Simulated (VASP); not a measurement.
# MgI2 in VASP: single point with PBE

Aim: the single point of MgI2 with PBE.

All numbers are computed with VASP 6.6.1; they aren't measurements. Logs are shortened: lines on timing, memory, paths and dates and some standing lists are left out, and cuts for length are marked.

**1. The cell of the first run**

The typed cell holds 3 atoms: a = 4.180 Å, b = 4.180 Å, c = 6.906 Å, α = 90.00°, β = 90.00°, γ = 120.00°.

**2. Single point, PBE**

The input, INCAR:

```
  PREC = Accurate
  ENCUT = 520
  EDIFF = 1E-6
  ISMEAR = -1
  SIGMA = 0.1
  LREAL = False
  LASPH = True
  NELM = 100
  ALGO = Normal
  ISIF = 2
  LWAVE = False
  LCHARG = False
  GGA = PE
  NBANDS = 15
```

The input, KPOINTS:

```
Automatic mesh
0
Gamma
  7 7 4
```

The input, POSCAR:

```
MgI2
1.0
    4.1801300000      0.0000000000      0.0000000000
   -2.0900650000      3.6200990000      0.0000000000
    0.0000000000      0.0000000000      6.9056620000
Mg I
1 2
Direct
    0.0000000000      0.0000000000      0.0000000000
    0.3333000000      0.6667000000      0.7576300000
    0.6667000000      0.3333000000      0.2423700000
```

Potentials or basis: VASP PAW PBE potentials, release 64 (Mg, I).

Run with:

```console
$ cat potpaw_PBE.64/Mg/POTCAR potpaw_PBE.64/I/POTCAR > POTCAR
$ mpirun -np 1 vasp_std > vasp.out
```

OUTCAR:

```text
PREC = Accurate
   ENCUT = 520
   EDIFF = 1E-6
   ISMEAR = -1
   LREAL = False
   LASPH = True
   NELM = 100
   ISIF = 2
   GGA = PE

 ion  position               nearest neighbor table
   1  0.000  0.000  0.000-   2 2.94   3 2.94   3 2.94   2 2.94   3 2.94   2 2.94
   2  0.333  0.667  0.758-   1 2.94   1 2.94   1 2.94
   3  0.667  0.333  0.242-   1 2.94   1 2.94   1 2.94

  LATTYP: Found a hexagonal cell.
 ALAT       =     4.1801300000
 C/A-ratio  =     1.6520208702

  Lattice vectors:

 A1 = (   4.1801300000,   0.0000000000,   0.0000000000)
 A2 = (  -2.0900650000,   3.6200990000,   0.0000000000)
 A3 = (   0.0000000000,   0.0000000000,   6.9056620000)

Analysis of symmetry for initial positions (statically):
=====================================================================
 Subroutine PRICEL returns:
 Original cell was already a primitive cell.

 Routine SETGRP: Setting up the symmetry group for a
 hexagonal supercell.

 Subroutine GETGRP returns: Found  4 space group operations
 (whereof  4 operations were pure point group operations)
 out of a pool of 24 trial point group operations.

The static configuration has the point symmetry C_2h.

Analysis of symmetry for dynamics (positions and initial velocities):
=====================================================================
 Subroutine PRICEL returns:
 Original cell was already a primitive cell.

 Routine SETGRP: Setting up the symmetry group for a
 hexagonal supercell.

 Subroutine GETGRP returns: Found  4 space group operations
 (whereof  4 operations were pure point group operations)
 out of a pool of 24 trial point group operations.

The dynamic configuration has the point symmetry C_2h.

 Subroutine INISYM returns: Found  4 space group operations
 (whereof  4 operations are pure point group operations),
 and found     1 'primitive' translations

----------------------------------------------------------------------------------------

                                     Primitive cell

  volume of cell :     104.4998

  direct lattice vectors                    reciprocal lattice vectors
     4.180130000  0.000000000  0.000000000     0.239227010  0.138117770  0.000000000
    -2.090065000  3.620099000  0.000000000     0.000000000  0.276235539  0.000000000
     0.000000000  0.000000000  6.905662000     0.000000000  0.000000000  0.144808709

  length of vectors
[... 86 lines left out ...]
   EDIFFG = 0.1E-04   stopping-criterion for IOM
   NSW    =      0    number of steps for IOM
   IBRION =     -1    ionic relax: 0-MD 1-quasi-New 2-CG
   NFREE  =      0    steps in history (QN), initial steepest desc. (CG)
   ISIF   =      2    stress and relaxation
   ISYM   =      2    0-nonsym 1-usesym 2-fastsym
   POTIM  = 0.5000    time-step for ionic-motion
   TEBEG  =    0.0;   TEEND  =   0.0 temperature during run
   PSTRESS=    0.0 pullay stress
   NELECT =      16.0000    total number of electrons
   NUPDOWN=      -1.0000    fix difference up-down
   EMIN   =  10.00;   EMAX   =-10.00  energy-range for DOS
   EFERMI =   0.00;   METHOD = LEGACY
   ISMEAR =    -1;   SIGMA  =   0.10  broadening in eV -4-tet -1-fermi 0-gaus
   EFERMI_NEDOS =   21; number of points for ismear=-14 and -15
   IALGO  =     38    algorithm
   IMIX   =      4    mixing-type and parameters
     AMIX     =   0.40;   BMIX     =  1.00
     AMIX_MAG =   1.60;   BMIX_MAG =  1.00
  volume/ion in A,a.u.               =      34.83       235.07
  Fermi-wavevector in a.u.,A,eV,Ry     =   0.875809  1.655040 10.436243  0.767042
  Thomas-Fermi vector in A             =   1.995532
   LORBIT       =      0    0 simple, 1 ext, 2 COOP (PROOUT), +10 PAW based schemes
   GGA     = PE    functional components
   LHFCALC =     F    Hartree Fock is set to
   AEXX    =    0.0000 exact exchange contribution
   IVDW    =     0    specifies the selected vdW correction
   LEPSILON=     F    determine dielectric tensor
   LRPA    =     F    only Hartree local field effects (RPA)
 non-spin polarized calculation
  energy-cutoff  :      520.00
  volume of cell :      104.50
 maximum number of plane-waves:      2846
   NGX = 15   NGY = 15   NGZ = 25

 number of electron      16.0000000 magnetization

 Free energy of the ion-electron system (eV)
  ---------------------------------------------------
  ext. energy  EPLUGINS =         0.00000000
  ---------------------------------------------------
  free energy    TOTEN  =        -7.70740279 eV

  energy without entropy =       -7.70740278  energy(sigma->0) =       -7.70740278

 E-fermi :   3.9061     XC(G=0):  -8.1358

 val. band max:        2.1485469843   @ k =   0.0000   0.0000   0.0000
 cond. band min:       5.6517638251   @ k =   0.4286  -0.0000   0.2500
 fundamental gap:      3.5032168408
 Fermi energy:         3.9061238642

 k-point     1 :       0.0000    0.0000    0.0000
  band No.  band energies     occupation
      1      -9.8614      2.00000
      2      -9.1803      2.00000
      3      -1.3141      2.00000
      4       1.6895      2.00000
      5       1.6895      2.00000
      6       2.0576      2.00000
      7       2.0582      2.00000
      8       2.1485      2.00000
      9       5.7571      0.00000
     10       6.8949      0.00000
     11       8.7992      0.00000
     12       8.8000      0.00000
     13       9.6337      0.00000
     14      10.2812      0.00000
[... 401 lines left out ...]
      2      -9.0777      2.00000
      3      -0.9750      2.00000
      4       0.0238      2.00000
      5       0.4430      2.00000
      6       1.1344      2.00000
      7       1.6476      2.00000
      8       1.7686      2.00000
      9       6.1286      0.00000
     10       7.8404      0.00000
     11       8.5218      0.00000
     12       9.5503      0.00000
     13       9.8348      0.00000
     14       9.9162      0.00000
     15      10.8092      0.00000

 [... further k-points ...]
[... 5 lines left out ...]
  --------------------------------------------------------------------------------------
  -------------------------------------------------------------------------------------
  Total        0.3289887      0.3289409      0.5179337     -0.0000415      0.0006210     -0.0010757
  in kB        5.0440110      5.0432778      7.9408901     -0.0006355      0.0095215     -0.0164922
  external PRESSURE =       6.0093930 kB  Pullay stress =       0.0000000 kB

 VOLUME and BASIS-vectors are now :
 -----------------------------------------------------------------------------
  energy-cutoff  :      520.00
  volume of cell :      104.50
      direct lattice vectors                 reciprocal lattice vectors
     4.180130000  0.000000000  0.000000000     0.239227010  0.138117770  0.000000000
    -2.090065000  3.620099000  0.000000000     0.000000000  0.276235539  0.000000000
     0.000000000  0.000000000  6.905662000     0.000000000  0.000000000  0.144808709

 POSITION                                       TOTAL-FORCE (eV/Angst)
 -----------------------------------------------------------------------------------
      0.00000      0.00000      0.00000         0.000000      0.000000      0.000000
     -0.00021      2.41352      5.23194         0.000383     -0.000221      0.060858
      2.09027      1.20658      1.67373        -0.000383      0.000221     -0.060858
 -----------------------------------------------------------------------------------
    total drift:                               -0.000000      0.000000      0.000000

  FREE ENERGIE OF THE ION-ELECTRON SYSTEM (eV)
  ---------------------------------------------------
  free  energy   TOTEN  =        -7.7074027884 eV

  energy  without entropy=       -7.7074027755  energy(sigma->0) =       -7.70740278
```

It took 34 s on 1 thread of Intel Xeon 6975P-C (Granite Rapids), shared host; peak memory 0.28 GiB.

What came out:

```yaml
Free_energy: -7.7074 eV
Pressure: 0.6 GPa
Largest_force: 0.061 eV/Å
Band_gap_on_the_k_mesh: 3.50 eV, indirect (least direct gap 3.61 eV)
```

Forces in eV/Å, atoms in the order of the input:
```
Mg   0.000  0.000  0.000
I    0.000  0.000  0.061
I    0.000  0.000 -0.061
```

Caveat: spin-orbit coupling is left out, which moves the levels of the heavy elements.
